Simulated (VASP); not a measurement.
# Ti (P6/mmm) in VASP: notebook, part 2 of 2

VASP 6.6.1.

**4. Single point, r2SCAN (15.66 Å³/atom)**

This run uses another cell than the first one, of 15.66 Å³/atom.

File POSCAR:

```
Ti
1.0
    4.4427783145      0.0000000000      0.0000000000
   -2.2213891572      3.8475588837      0.0000000000
    0.0000000000      0.0000000000      2.7483882621
Ti
3
Direct
    1.0000000000      1.0000000000      0.0000000000
    0.3333333333      0.6666666667      0.5000000000
    0.6666666667      0.3333333333      0.5000000000
```

File INCAR.step1:

```
SYSTEM = Ti
ALGO     = Normal         ! electronic algorithm
EDIFF    = 1E-4           ! SCF threshold, eV
ENCUT    = 520            ! plane-wave cutoff, eV
GGA      = PE             ! functional
ISMEAR   = -1             ! smearing method
LASPH    = .TRUE.         ! aspherical terms in the spheres
LCHARG   = .FALSE.        ! write CHGCAR
LREAL    = .FALSE.        ! projectors in reciprocal space
LWAVE    = .TRUE.         ! write WAVECAR
NBANDS   = 25             ! bands
NELM     = 80             ! most SCF steps
PREC     = Accurate       ! precision mode
SIGMA    = 0.1            ! smearing width, eV
```

File INCAR.step2:

```
SYSTEM = Ti
ALGO     = Normal         ! electronic algorithm
EDIFF    = 1E-6           ! SCF threshold, eV
ENCUT    = 520            ! plane-wave cutoff, eV
ISIF     = 2              ! what is computed and relaxed
ISMEAR   = -1             ! smearing method
ISTART   = 1            
LASPH    = .TRUE.         ! aspherical terms in the spheres
LCHARG   = .FALSE.        ! write CHGCAR
LMIXTAU  = .TRUE.       
LREAL    = .FALSE.        ! projectors in reciprocal space
LWAVE    = .FALSE.        ! write WAVECAR
METAGGA  = R2SCAN         ! meta-GGA
NBANDS   = 25             ! bands
NELM     = 80             ! most SCF steps
PREC     = Accurate       ! precision mode
SIGMA    = 0.1            ! smearing width, eV
```

File KPOINTS:

```
k-points
0
G
  9 9 13
  0 0 0
```

Potentials or basis: VASP PAW PBE potentials, release 64 (Ti_sv).

Launch:

```bash
cat potpaw_PBE.64/Ti_sv/POTCAR > POTCAR
cp INCAR.step1 INCAR
mpirun -np 1 vasp_std > vasp.out
cp INCAR.step2 INCAR
mpirun -np 1 vasp_std > vasp.out
```

OUTCAR:

```text
SYSTEM = Ti
   EDIFF = 1E-6
   ENCUT = 520
   ISIF = 2
   ISMEAR = -1
   ISTART = 1
   LASPH = .TRUE.
   LREAL = .FALSE.
   METAGGA = R2SCAN
   NELM = 80
   PREC = Accurate

 ion  position               nearest neighbor table
   1  0.000  0.000  0.000-   2 2.91   3 2.91   2 2.91   3 2.91   2 2.91   2 2.91   3 2.91   3 2.91
                             3 2.91   3 2.91   2 2.91   2 2.91
   2  0.333  0.667  0.500-   3 2.57   3 2.57   3 2.57   1 2.91   1 2.91   1 2.91   1 2.91   1 2.91
                             1 2.91
   3  0.667  0.333  0.500-   2 2.57   2 2.57   2 2.57   1 2.91   1 2.91   1 2.91   1 2.91   1 2.91
                             1 2.91

  LATTYP: Found a hexagonal cell.
 ALAT       =     4.4427783145
 C/A-ratio  =     0.6186192665

  Lattice vectors:

 A1 = (   4.4427783145,   0.0000000000,   0.0000000000)
 A2 = (  -2.2213891572,   3.8475588837,   0.0000000000)
 A3 = (   0.0000000000,   0.0000000000,   2.7483882621)

Analysis of symmetry for initial positions (statically):
=====================================================================
 Subroutine PRICEL returns:
 Original cell was already a primitive cell.

 Routine SETGRP: Setting up the symmetry group for a
 hexagonal supercell.

 Subroutine GETGRP returns: Found 24 space group operations
 (whereof 24 operations were pure point group operations)
 out of a pool of 24 trial point group operations.

The static configuration has the point symmetry D_6h.

Analysis of symmetry for dynamics (positions and initial velocities):
=====================================================================
 Subroutine PRICEL returns:
 Original cell was already a primitive cell.

 Routine SETGRP: Setting up the symmetry group for a
 hexagonal supercell.

 Subroutine GETGRP returns: Found 24 space group operations
 (whereof 24 operations were pure point group operations)
 out of a pool of 24 trial point group operations.

The dynamic configuration has the point symmetry D_6h.

 Subroutine INISYM returns: Found 24 space group operations
 (whereof 24 operations are pure point group operations),
 and found     1 'primitive' translations

----------------------------------------------------------------------------------------

                                     Primitive cell

  volume of cell :      46.9805

  direct lattice vectors                    reciprocal lattice vectors
     4.442778314  0.000000000  0.000000000     0.225084379  0.129952527  0.000000000
    -2.221389157  3.847558884  0.000000000     0.000000000  0.259905054  0.000000000
     0.000000000  0.000000000  2.748388262     0.000000000  0.000000000  0.363849611

  length of vectors
     4.442778314  4.442778314  2.748388262     0.259905054  0.259905054  0.363849611

  position of ions in fractional coordinates (direct lattice)
     0.000000000  0.000000000  0.000000000
     0.333333333  0.666666667  0.500000000
     0.666666667  0.333333333  0.500000000

  ion indices of the primitive-cell ions
   primitive index   ion index
                 1           1
                 2           2
                 3           3

----------------------------------------------------------------------------------------

 KPOINTS: k-points

Automatic generation of k-mesh.
 Grid dimensions read from file:
 generate k-points for:    9    9   13

 Generating k-lattice:

  Cartesian coordinates                     Fractional coordinates (reciprocal lattice)
     0.025009375  0.014439170  0.000000000     0.111111111 -0.000000000  0.000000000
     0.000000000  0.028878339  0.000000000     0.000000000  0.111111111  0.000000000
     0.000000000  0.000000000  0.027988432     0.000000000  0.000000000  0.076923077

  Length of vectors
     0.028878339  0.028878339  0.027988432

  Shift w.r.t. Gamma in fractional coordinates (k-lattice)
     0.000000000  0.000000000  0.000000000

 Subroutine IBZKPT returns following result:
 ===========================================

 Found     84 irreducible k-points:

 Following reciprocal coordinates:
            Coordinates               Weight
  0.000000  0.000000  0.000000      1.000000
  0.111111  0.000000  0.000000      6.000000
  0.222222 -0.000000  0.000000      6.000000
  0.333333  0.000000  0.000000      6.000000
  0.444444 -0.000000  0.000000      6.000000
  0.111111  0.111111  0.000000      6.000000
[... 16 lines left out ...]
  0.333333  0.222222  0.076923     24.000000
  0.333333  0.333333  0.076923      4.000000
 [... further k-points ...]
   k-points           NKPTS =     84   k-points in BZ     NKDIM =     84   number of bands    NBANDS=     25
   number of dos      NEDOS =    301   number of ions     NIONS =      3
   total plane-waves  NPLWV =  25920
   dimension x,y,z NGX =    36 NGY =   36 NGZ =   20
   dimension x,y,z NGXF=    72 NGYF=   72 NGZF=   40
   ions per type =               3
   NGX,Y,Z   is equivalent  to a cutoff of  13.47, 13.47, 12.10 a.u.
   NGXF,Y,Z  is equivalent  to a cutoff of  26.94, 26.94, 24.20 a.u.
 SYSTEM =  Ti
   PREC   = accura    normal or accurate (medium, high low for compatibility)
   ISTART =      1    job   : 0-new  1-cont  2-samecut
   ICHARG =      0    charge: 1-file 2-atom 10-const
   ISPIN  =      1    spin polarized calculation?
   LNONCOLLINEAR =      F non collinear calculations
   LSORBIT =      F    spin-orbit coupling
   LASPH  =      T    aspherical Exc in radial PAW
   ENCUT  =  520.0 eV  38.22 Ry    6.18 a.u.   8.26  8.26  5.11*2*pi/ulx,y,z
   NELM   =     80;   NELMIN=  2; NELMDL=  0     # of ELM steps
   EDIFF  = 0.1E-05   stopping-criterion for ELM
   LREAL  =      F    real-space projection
   EDIFFG = 0.1E-04   stopping-criterion for IOM
   NSW    =      0    number of steps for IOM
   IBRION =     -1    ionic relax: 0-MD 1-quasi-New 2-CG
   NFREE  =      0    steps in history (QN), initial steepest desc. (CG)
   ISIF   =      2    stress and relaxation
   ISYM   =      2    0-nonsym 1-usesym 2-fastsym
   POTIM  = 0.5000    time-step for ionic-motion
   TEBEG  =    0.0;   TEEND  =   0.0 temperature during run
   PSTRESS=    0.0 pullay stress
   NELECT =      36.0000    total number of electrons
   NUPDOWN=      -1.0000    fix difference up-down
   EMIN   =  10.00;   EMAX   =-10.00  energy-range for DOS
   EFERMI =   0.00;   METHOD = LEGACY
   ISMEAR =    -1;   SIGMA  =   0.10  broadening in eV -4-tet -1-fermi 0-gaus
   EFERMI_NEDOS =   21; number of points for ismear=-14 and -15
   IALGO  =     38    algorithm
   IMIX   =      4    mixing-type and parameters
     AMIX     =   0.40;   BMIX     =  1.00
     AMIX_MAG =   1.60;   BMIX_MAG =  1.00
  volume/ion in A,a.u.               =      15.66       105.68
  Fermi-wavevector in a.u.,A,eV,Ry     =   1.498085  2.830969 30.534975  2.244257
  Thomas-Fermi vector in A             =   2.609889
   LORBIT       =      0    0 simple, 1 ext, 2 COOP (PROOUT), +10 PAW based schemes
   METAGGA = R2SCAN    functional components
   LHFCALC =     F    Hartree Fock is set to
   AEXX    =    0.0000 exact exchange contribution
   IVDW    =     0    specifies the selected vdW correction
   LEPSILON=     F    determine dielectric tensor
   LRPA    =     F    only Hartree local field effects (RPA)
 non-spin polarized calculation
  energy-cutoff  :      520.00
  volume of cell :       46.98
 maximum number of plane-waves:      1290
 NGX is ok and might be reduce to    36
   NGX = 17   NGY = 17   NGZ = 11

 number of electron      36.0000006 magnetization

 Free energy of the ion-electron system (eV)
  ---------------------------------------------------
  ext. energy  EPLUGINS =         0.00000000
  ---------------------------------------------------
  free energy    TOTEN  =       -38.78805798 eV

  energy without entropy =      -38.70697004  energy(sigma->0) =      -38.74751401

 E-fermi :   9.4164     XC(G=0): -12.9430

 val. band max:        9.4031161030   @ k =   0.3333   0.3333   0.0000
 cond. band min:       9.4468176861   @ k =   0.2222   0.1111   0.0000
 fundamental gap:      0.0437015831
 Fermi energy:         9.4163802982

 k-point     1 :       0.0000    0.0000    0.0000
  band No.  band energies     occupation
      1     -49.6300      2.00000
      2     -49.3941      2.00000
      3     -49.1855      2.00000
      4     -24.9410      2.00000
      5     -24.9410      2.00000
      6     -24.9299      2.00000
[... 661 lines left out ...]
     24      11.6156      0.00000
     25      12.7914      0.00000

 [... further k-points ...]

------------------------ aborting loop because EDIFF is reached ----------------------------------------

  FORCE on cell =-STRESS in cart. coord.  units (eV):
  Direction    XX          YY          ZZ          XY          YZ          ZX
  --------------------------------------------------------------------------------------
  -------------------------------------------------------------------------------------
  Total        3.4000588      3.4000588      3.6541847      0.0000000      0.0000000      0.0000000
  in kB      115.9522028    115.9522028    124.6186591      0.0000000      0.0000000      0.0000000
  external PRESSURE =     118.8410216 kB  Pullay stress =       0.0000000 kB

 VOLUME and BASIS-vectors are now :
 -----------------------------------------------------------------------------
  energy-cutoff  :      520.00
  volume of cell :       46.98
      direct lattice vectors                 reciprocal lattice vectors
     4.442778314  0.000000000  0.000000000     0.225084379  0.129952527  0.000000000
    -2.221389157  3.847558884  0.000000000     0.000000000  0.259905054  0.000000000
     0.000000000  0.000000000  2.748388262     0.000000000  0.000000000  0.363849611

 POSITION                                       TOTAL-FORCE (eV/Angst)
 -----------------------------------------------------------------------------------
      0.00000      0.00000      0.00000         0.000000      0.000000     -0.000000
     -0.00000      2.56504      1.37419         0.000000      0.000000      0.000000
      2.22139      1.28252      1.37419        -0.000000     -0.000000     -0.000000
 -----------------------------------------------------------------------------------
    total drift:                                0.000000      0.000000     -0.000000

  FREE ENERGIE OF THE ION-ELECTRON SYSTEM (eV)
  ---------------------------------------------------
  free  energy   TOTEN  =       -38.7880579822 eV

  energy  without entropy=      -38.7069700388  energy(sigma->0) =      -38.74751401
```

It took 4.1 min on 1 thread of AMD EPYC 9R45 (Zen 5), shared host; peak memory 0.18 GiB.

What came out:

```yaml
Free_energy: -38.7881 eV
Pressure: 11.9 GPa
Band_gap_on_the_k_mesh: zero (bands 18 and 19 overlap by 0.31 eV)
```

Levels at points of the mesh, in eV from the Fermi level:
```
           k point  band 15  band 16  band 17  band 18  band 19  band 20  band 21  band 22
(0.00, 0.00, 0.00)    -0.80    -0.80    -0.76    -0.76     0.07     0.90     1.57     1.57
```

Caveat: the cell stands under pressure; the PAW data sets were made with another functional, which shifts forces and pressure a little.

**5. Single point, r2SCAN (16.34 Å³/atom)**

This run uses another cell than the first one, of 16.34 Å³/atom.

File POSCAR:

```
Ti
1.0
    4.5062551522      0.0000000000      0.0000000000
   -2.2531275761      3.9025314377      0.0000000000
    0.0000000000      0.0000000000      2.7876562569
Ti
3
Direct
    1.0000000000      1.0000000000      0.0000000000
    0.3333333333      0.6666666667      0.5000000000
    0.6666666667      0.3333333333      0.5000000000
```

File INCAR.step1:

```
SYSTEM = Ti
PREC = Accurate
ENCUT = 520
ISMEAR = -1
SIGMA = 0.1
LREAL = .False.
LASPH = .True.
NELM = 60
NBANDS = 25
GGA = PE
ALGO = Normal
EDIFF = 1E-4
LWAVE = .True.
LCHARG = .False.
```

File INCAR.step2:

```
SYSTEM = Ti
PREC = Accurate
ENCUT = 520
EDIFF = 1E-6
ISMEAR = -1
SIGMA = 0.1
LREAL = .False.
LASPH = .True.
NELM = 60
ALGO = Normal
ISIF = 2
LWAVE = .False.
LCHARG = .False.
METAGGA = R2SCAN
LMIXTAU = .True.
NBANDS = 25
ISTART = 1
```

File KPOINTS:

```
Automatic mesh
0
Gamma
  9 9 13
  0 0 0
```

Potentials or basis: VASP PAW PBE potentials, release 64 (Ti_sv).

Launch:

```bash
cat potpaw_PBE.64/Ti_sv/POTCAR > POTCAR
cp INCAR.step1 INCAR
mpirun -np 1 vasp_std > vasp.out
cp INCAR.step2 INCAR
mpirun -np 1 vasp_std > vasp.out
```

OUTCAR:

```text
SYSTEM = Ti
   PREC = Accurate
   ENCUT = 520
   EDIFF = 1E-6
   ISMEAR = -1
   LREAL = .False.
   LASPH = .True.
   NELM = 60
   ISIF = 2
   METAGGA = R2SCAN
   ISTART = 1

 ion  position               nearest neighbor table
   1  0.000  0.000  0.000-
   2  0.333  0.667  0.500-   3 2.60   3 2.60   3 2.60
   3  0.667  0.333  0.500-   2 2.60   2 2.60   2 2.60

  LATTYP: Found a hexagonal cell.
 ALAT       =     4.5062551522
 C/A-ratio  =     0.6186192665

  Lattice vectors:
[... 863 lines left out ...]

  FORCE on cell =-STRESS in cart. coord.  units (eV):
  Direction    XX          YY          ZZ          XY          YZ          ZX
  --------------------------------------------------------------------------------------
  -------------------------------------------------------------------------------------
  Total        1.6870003      1.6870003      1.7947406      0.0000000      0.0000000      0.0000000
  in kB       55.1346145     55.1346145     58.6557854      0.0000000      0.0000000      0.0000000
  external PRESSURE =      56.3083381 kB  Pullay stress =       0.0000000 kB

 VOLUME and BASIS-vectors are now :
 -----------------------------------------------------------------------------
  energy-cutoff  :      520.00
  volume of cell :       49.02
      direct lattice vectors                 reciprocal lattice vectors
     4.506255152  0.000000000  0.000000000     0.221913755  0.128121966  0.000000000
    -2.253127576  3.902531438  0.000000000     0.000000000  0.256243932  0.000000000
     0.000000000  0.000000000  2.787656257     0.000000000  0.000000000  0.358724286

 POSITION                                       TOTAL-FORCE (eV/Angst)
 -----------------------------------------------------------------------------------
      0.00000      0.00000      0.00000        -0.000000      0.000000     -0.000000
     -0.00000      2.60169      1.39383        -0.000000     -0.000000      0.000000
      2.25313      1.30084      1.39383         0.000000      0.000000     -0.000000
 -----------------------------------------------------------------------------------
    total drift:                                0.000000      0.000000     -0.000000

  FREE ENERGIE OF THE ION-ELECTRON SYSTEM (eV)
  ---------------------------------------------------
  free  energy   TOTEN  =       -38.9004137272 eV

  energy  without entropy=      -38.8169982842  energy(sigma->0) =      -38.85870601
```

It took 5.8 min on 1 thread of AMD EPYC 9R45 (Zen 5), shared host; peak memory 0.2 GiB.

What came out:

| Property | Result |
| --- | --- |
| Free energy | -38.9004 eV |
| Pressure | 5.6 GPa |
| Band gap on the k mesh | zero (bands 18 and 19 overlap by 0.25 eV) |

Caveat: the cell stands under pressure; the PAW data sets were made with another functional, which shifts forces and pressure a little.

**6. Summary**

| cell | k mesh | gap on the mesh (eV) | pressure (GPa) |
| --- | --- | --- | --- |
| a = 4.568, b = 4.568, c = 2.826 Å, angles 90.0, 90.0, 120.0°, 3 atoms | 8 × 8 × 11 | none | 0.4 |
| a = 4.377, b = 4.377, c = 2.708 Å, angles 90.0, 90.0, 120.0°, 3 atoms | 9 × 9 × 13 | none | 19.4 |
| a = 4.443, b = 4.443, c = 2.748 Å, angles 90.0, 90.0, 120.0°, 3 atoms | 9 × 9 × 13 | none | 11.9 |
| a = 4.506, b = 4.506, c = 2.788 Å, angles 90.0, 90.0, 120.0°, 3 atoms | 9 × 9 × 13 | none | 5.6 |

Alike in all rows: task single point; level r2SCAN; potentials or basis VASP PAW PBE potentials, release 64 (Ti_sv); no spin polarisation; cutoff (eV) 520; smearing fermi-dirac 0.1 eV.

Caveats: the PAW data sets were made with another functional, which shifts forces and pressure a little; the cell stands under pressure (at least some runs).

Absolute energies hang on the potentials; compare differences alone.
